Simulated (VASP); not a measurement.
# Al3N in VASP: a series of runs

Al3N is run at these levels: PBE; tasks: single point.

Program: VASP 6.6.1. These are calculated values, not measurements. Logs are shortened: lines on timing, memory, paths and dates and some standing lists are left out, and cuts for length are marked.

### 1 The cell of the first run

The cell holds a slab with vacuum, 4 atoms: a = 2.857 Å, b = 2.857 Å, c = 21.175 Å, α = 90.00°, β = 90.00°, γ = 90.00°.

### 2 Single point, PBE, collinear spin, ferromagnetic start

INCAR reads:

```
SYSTEM = Al3N
PREC     = Accurate       ! precision mode
ENCUT    = 520            ! plane-wave cutoff, eV
EDIFF    = 1E-6           ! SCF threshold, eV
ISMEAR   = 0              ! smearing method
SIGMA    = 0.1            ! smearing width, eV
LREAL    = .FALSE.        ! projectors in reciprocal space
LASPH    = .TRUE.         ! aspherical terms in the spheres
NELM     = 150            ! most SCF steps
ALGO     = Normal         ! electronic algorithm
ISIF     = 2              ! what is computed and relaxed
LWAVE    = .FALSE.        ! write WAVECAR
LCHARG   = .FALSE.        ! write CHGCAR
ISPIN    = 2              ! spin polarisation
MAGMOM   = 0 0 0 3        ! initial moments
LORBIT   = 11             ! projections on sites
LDIPOL   = .TRUE.       
IDIPOL   = 3            
DIPOL    = 0.5 0.5 0.355
GGA      = PE             ! functional
NBANDS   = 19             ! bands
```

KPOINTS reads:

```
regular mesh
0
G
  9 9 1
  0 0 0
```

POSCAR reads:

```
Al3N
1.0
    2.8567582918      0.0000000000      0.0000000000
    0.0000000000      2.8567582918      0.0000000000
    0.0000000000      0.0000000000     21.1746954317
Al N
3 1
Direct
    0.5000000000      0.5000000000      0.1889047242
    0.0000000000      0.0000000000      0.2873641967
    0.5000000000      0.5000000000      0.3860596464
    0.5000000000      1.0000000000      0.5593797309
```

Potentials or basis: VASP PAW PBE potentials, release 64 (Al, N).

Launch:

```console
cat potpaw_PBE.64/Al/POTCAR potpaw_PBE.64/N/POTCAR > POTCAR
mpirun -np 1 vasp_std > vasp.out
```

OUTCAR:

```text
SYSTEM = Al3N
   PREC = Accurate
   ENCUT = 520
   EDIFF = 1E-6
   ISMEAR = 0
   LREAL = .FALSE.
   LASPH = .TRUE.
   NELM = 150
   ISIF = 2
   ISPIN = 2
   LORBIT = 11
   GGA = PE

 ion  position               nearest neighbor table
   1  0.500  0.500  0.189-   2 2.90   2 2.90   2 2.90   2 2.90
   2  0.000  0.000  0.287-   1 2.90   1 2.90   1 2.90   1 2.90   3 2.91   3 2.91   3 2.91   3 2.91

   3  0.500  0.500  0.386-   2 2.91   2 2.91   2 2.91   2 2.91
   4  0.500  0.000  0.559-

  LATTYP: Found a simple tetragonal cell.
 ALAT       =     2.8567582918
 C/A-ratio  =     7.4121410595

  Lattice vectors:

 A1 = (   2.8567582918,   0.0000000000,   0.0000000000)
 A2 = (   0.0000000000,   2.8567582918,   0.0000000000)
 A3 = (   0.0000000000,   0.0000000000,  21.1746954317)

Analysis of symmetry for initial positions (statically):
=====================================================================
 Subroutine PRICEL returns:
 Original cell was already a primitive cell.

 Routine SETGRP: Setting up the symmetry group for a
 simple tetragonal supercell.

 Subroutine GETGRP returns: Found  4 space group operations
 (whereof  4 operations were pure point group operations)
 out of a pool of 16 trial point group operations.

The static configuration has the point symmetry C_2v.

Analysis of symmetry for dynamics (positions and initial velocities):
=====================================================================
 Subroutine PRICEL returns:
 Original cell was already a primitive cell.

 Routine SETGRP: Setting up the symmetry group for a
 simple tetragonal supercell.

 Subroutine GETGRP returns: Found  4 space group operations
 (whereof  4 operations were pure point group operations)
 out of a pool of 16 trial point group operations.

The dynamic configuration has the point symmetry C_2v.

Analysis of structural, dynamic, and magnetic symmetry:
=====================================================================
 Subroutine PRICEL returns:
 Original cell was already a primitive cell.

 Routine SETGRP: Setting up the symmetry group for a
 simple tetragonal supercell.

 Subroutine GETGRP returns: Found  4 space group operations
 (whereof  4 operations were pure point group operations)
 out of a pool of 16 trial point group operations.

The overall configuration has the point symmetry C_2v.

 Subroutine INISYM returns: Found  4 space group operations
 (whereof  4 operations are pure point group operations),
 and found     1 'primitive' translations

----------------------------------------------------------------------------------------

                                     Primitive cell

  volume of cell :     172.8081

  direct lattice vectors                    reciprocal lattice vectors
     2.856758292  0.000000000  0.000000000     0.350047116  0.000000000  0.000000000
     0.000000000  2.856758292  0.000000000     0.000000000  0.350047116  0.000000000
     0.000000000  0.000000000 21.174695432     0.000000000  0.000000000  0.047226181

  length of vectors
     2.856758292  2.856758292 21.174695432     0.350047116  0.350047116  0.047226181

  position of ions in fractional coordinates (direct lattice)
     0.500000000  0.500000000  0.188904724
     0.000000000  0.000000000  0.287364197
     0.500000000  0.500000000  0.386059646
     0.500000000  0.000000000  0.559379731

  ion indices of the primitive-cell ions
   primitive index   ion index
                 1           1
                 2           2
                 3           3
                 4           4

----------------------------------------------------------------------------------------

 KPOINTS: regular mesh

Automatic generation of k-mesh.
 Grid dimensions read from file:
 generate k-points for:    9    9    1

 Generating k-lattice:

  Cartesian coordinates                     Fractional coordinates (reciprocal lattice)
     0.038894124  0.000000000  0.000000000     0.111111111  0.000000000  0.000000000
     0.000000000  0.038894124  0.000000000     0.000000000  0.111111111  0.000000000
     0.000000000  0.000000000  0.047226181     0.000000000  0.000000000  1.000000000

  Length of vectors
     0.038894124  0.038894124  0.047226181

  Shift w.r.t. Gamma in fractional coordinates (k-lattice)
     0.000000000  0.000000000  0.000000000

 Subroutine IBZKPT returns following result:
 ===========================================

 Found     25 irreducible k-points:

 Following reciprocal coordinates:
            Coordinates               Weight
  0.000000  0.000000  0.000000      1.000000
  0.111111  0.000000  0.000000      2.000000
  0.000000  0.111111  0.000000      2.000000
  0.222222  0.000000  0.000000      2.000000
  0.000000  0.222222  0.000000      2.000000
  0.333333  0.000000  0.000000      2.000000
[... 16 lines left out ...]
  0.444444  0.333333  0.000000      4.000000
 -0.333333  0.444444  0.000000      4.000000
   k-points           NKPTS =     25   k-points in BZ     NKDIM =     25   number of bands    NBANDS=     19
   number of dos      NEDOS =    301   number of ions     NIONS =      4
   total plane-waves  NPLWV =  92160
   dimension x,y,z NGX =    24 NGY =   24 NGZ =  160
   dimension x,y,z NGXF=    48 NGYF=   48 NGZF=  320
   ions per type =               3   1
   NGX,Y,Z   is equivalent  to a cutoff of  13.97, 13.97, 12.56 a.u.
   NGXF,Y,Z  is equivalent  to a cutoff of  27.93, 27.93, 25.12 a.u.
 SYSTEM =  Al3N
   PREC   = accura    normal or accurate (medium, high low for compatibility)
   ISTART =      0    job   : 0-new  1-cont  2-samecut
   ICHARG =      2    charge: 1-file 2-atom 10-const
   ISPIN  =      2    spin polarized calculation?
   LNONCOLLINEAR =      F non collinear calculations
   LSORBIT =      F    spin-orbit coupling
   LASPH  =      T    aspherical Exc in radial PAW
   ENCUT  =  520.0 eV  38.22 Ry    6.18 a.u.   5.31  5.31 39.37*2*pi/ulx,y,z
   NELM   =    150;   NELMIN=  2; NELMDL= -5     # of ELM steps
   EDIFF  = 0.1E-05   stopping-criterion for ELM
   LREAL  =      F    real-space projection
   EDIFFG = 0.1E-04   stopping-criterion for IOM
   NSW    =      0    number of steps for IOM
   IBRION =     -1    ionic relax: 0-MD 1-quasi-New 2-CG
   NFREE  =      0    steps in history (QN), initial steepest desc. (CG)
   ISIF   =      2    stress and relaxation
   ISYM   =      2    0-nonsym 1-usesym 2-fastsym
   POTIM  = 0.5000    time-step for ionic-motion
   TEBEG  =    0.0;   TEEND  =   0.0 temperature during run
   PSTRESS=    0.0 pullay stress
   NELECT =      14.0000    total number of electrons
   NUPDOWN=      -1.0000    fix difference up-down
   EMIN   =  10.00;   EMAX   =-10.00  energy-range for DOS
   EFERMI =   0.00;   METHOD = LEGACY
   ISMEAR =     0;   SIGMA  =   0.10  broadening in eV -4-tet -1-fermi 0-gaus
   EFERMI_NEDOS =   21; number of points for ismear=-14 and -15
   IALGO  =     38    algorithm
   IMIX   =      4    mixing-type and parameters
     AMIX     =   0.40;   BMIX     =  1.00
     AMIX_MAG =   1.60;   BMIX_MAG =  1.00
  volume/ion in A,a.u.               =      43.20       291.54
  Fermi-wavevector in a.u.,A,eV,Ry     =   0.708374  1.338633  6.827324  0.501794
  Thomas-Fermi vector in A             =   1.794673
   LORBIT       =     11    0 simple, 1 ext, 2 COOP (PROOUT), +10 PAW based schemes
   GGA     = PE    functional components
   LHFCALC =     F    Hartree Fock is set to
   AEXX    =    0.0000 exact exchange contribution
   IVDW    =     0    specifies the selected vdW correction
   LEPSILON=     F    determine dielectric tensor
   LRPA    =     F    only Hartree local field effects (RPA)
 spin polarized calculation
 Gauss-broadening in eV      SIGMA  =   0.10
  energy-cutoff  :      520.00
  volume of cell :      172.81
 maximum number of plane-waves:      4683
 NGX is ok and might be reduce to    24
   NGX = 11   NGY = 11   NGZ = 79

 dipolmoment           0.000000      0.000000     -0.010054 electrons x Angstroem

 number of electron      13.9999999 magnetization       2.9157157

 dipolmoment           0.000000      0.000000      0.075095 electrons x Angstroem

 Free energy of the ion-electron system (eV)
  ---------------------------------------------------
  ext. energy  EPLUGINS =         0.00000000
  ---------------------------------------------------
  free energy    TOTEN  =       -13.28906848 eV

  energy without entropy =      -13.28124336  energy(sigma->0) =      -13.28515592

 E-fermi :  -0.7143     XC(G=0):  -4.7546

 val. band max:       -0.7237594854   @ k =   0.4444   0.0000   0.0000
 cond. band min:      -0.6449575504   @ k =  -0.1111   0.4444   0.0000
 fundamental gap:      0.0788019350
 Fermi energy:        -0.7142618589

 spin component 1

 k-point     1 :       0.0000    0.0000    0.0000
  band No.  band energies     occupation
      1     -15.2611      1.00000
      2     -11.1353      1.00000
      3      -8.9568      1.00000
      4      -5.7494      1.00000
      5      -3.7609      1.00000
      6      -2.5234      1.00000
[... 505 lines left out ...]
      6      -3.3048      1.00000
[... 11 lines left out ...]
     18       6.9092      0.00000
     19       8.0714      0.00000

 [... further k-points ...]

 spin component 2

 k-point     1 :       0.0000    0.0000    0.0000
  band No.  band energies     occupation
      1     -11.1405      1.00000
      2     -10.9900      1.00000
      3      -8.9556      1.00000
      4      -5.7397      1.00000
      5      -2.7423      1.00000
      6      -0.0579      0.00000
[... 505 lines left out ...]
      6      -0.5039      0.00147
[... 11 lines left out ...]
     18       6.9349      0.00000
     19       8.0741      0.00000

 [... further k-points ...]

------------------------ aborting loop because EDIFF is reached ----------------------------------------

 vacuum level on the upper side and lower side of the slab       (xc-potential included)         0.832        -0.798

  FORCE on cell =-STRESS in cart. coord.  units (eV):
  Direction    XX          YY          ZZ          XY          YZ          ZX
  --------------------------------------------------------------------------------------
  -------------------------------------------------------------------------------------
  Total       -1.4589839     -1.4950532      0.1570138      0.0000000      0.0000000      0.0000000
  in kB      -13.5268573    -13.8612714      1.4557416      0.0000000      0.0000000      0.0000000
  external PRESSURE =      -8.6441290 kB  Pullay stress =       0.0000000 kB

 VOLUME and BASIS-vectors are now :
 -----------------------------------------------------------------------------
  energy-cutoff  :      520.00
  volume of cell :      172.81
      direct lattice vectors                 reciprocal lattice vectors
     2.856758292  0.000000000  0.000000000     0.350047116  0.000000000  0.000000000
     0.000000000  2.856758292  0.000000000     0.000000000  0.350047116  0.000000000
     0.000000000  0.000000000 21.174695432     0.000000000  0.000000000  0.047226181

 POSITION                                       TOTAL-FORCE (eV/Angst)
 -----------------------------------------------------------------------------------
      1.42838      1.42838      4.00000         0.000000      0.000000     -0.129235
      0.00000      0.00000      6.08485         0.000000      0.000000      0.009330
      1.42838      1.42838      8.17470         0.000000      0.000000      0.214621
      1.42838      0.00000     11.84470         0.000000      0.000000     -0.094715
 -----------------------------------------------------------------------------------
    total drift:                                0.000000     -0.000000     -0.000105

  FREE ENERGIE OF THE ION-ELECTRON SYSTEM (eV)
  ---------------------------------------------------
  free  energy   TOTEN  =       -13.2890684849 eV

  energy  without entropy=      -13.2812433619  energy(sigma->0) =      -13.28515592

 vacuum level on the upper side and lower side of the slab         5.277         3.611

 total charge

# of ion       s       p       d       tot
------------------------------------------
    1        0.473   0.287   0.000   0.760
    2        0.426   0.330   0.000   0.757
    3        0.475   0.282   0.000   0.756
    4        1.360   1.932   0.000   3.292
--------------------------------------------------
tot          2.734   2.832   0.000   5.566

 magnetization (x)

# of ion       s       p       d       tot
------------------------------------------
    1        0.001  -0.000   0.000   0.000
    2        0.001   0.000   0.000   0.001
    3        0.002  -0.002   0.000  -0.000
    4        0.047   1.880   0.000   1.927
--------------------------------------------------
tot          0.051   1.877   0.000   1.928
```

Wall time 2 min (1 thread of Intel Xeon 6975P-C (Granite Rapids), shared host); peak memory 0.41 GiB.

Results:

- Free energy: -13.2891 eV
- Largest force: 0.215 eV/Å
- Net moment: 2.92 μB per cell
- Site moments: Al +0.00, -0.00; N +1.93 μB
- Valence electrons inside the program's atomic spheres: Al 0.76; N 3.29

Forces in eV/Å, atoms in the order of the input:
```
Al   0.000  0.000 -0.129
Al   0.000  0.000  0.009
Al   0.000  0.000  0.215
N    0.000  0.000 -0.095
```

Levels at points of the mesh, in eV from the Fermi level:
Spin up:
```tsv
k point	band 5	band 6	band 7	band 8	band 9	band 10	band 11	band 12
(0.00, 0.00, 0.00)	-3.05	-1.81	-1.19	-1.18	2.05	4.11	5.20	5.93
```
Spin down:
```
           k point  band 2  band 3  band 4  band 5  band 6  band 7  band 8  band 9
(0.00, 0.00, 0.00)  -10.28   -8.24   -5.03   -2.03    0.66    2.24    3.34    3.36
```

(Part 1 of 2 ends here.)
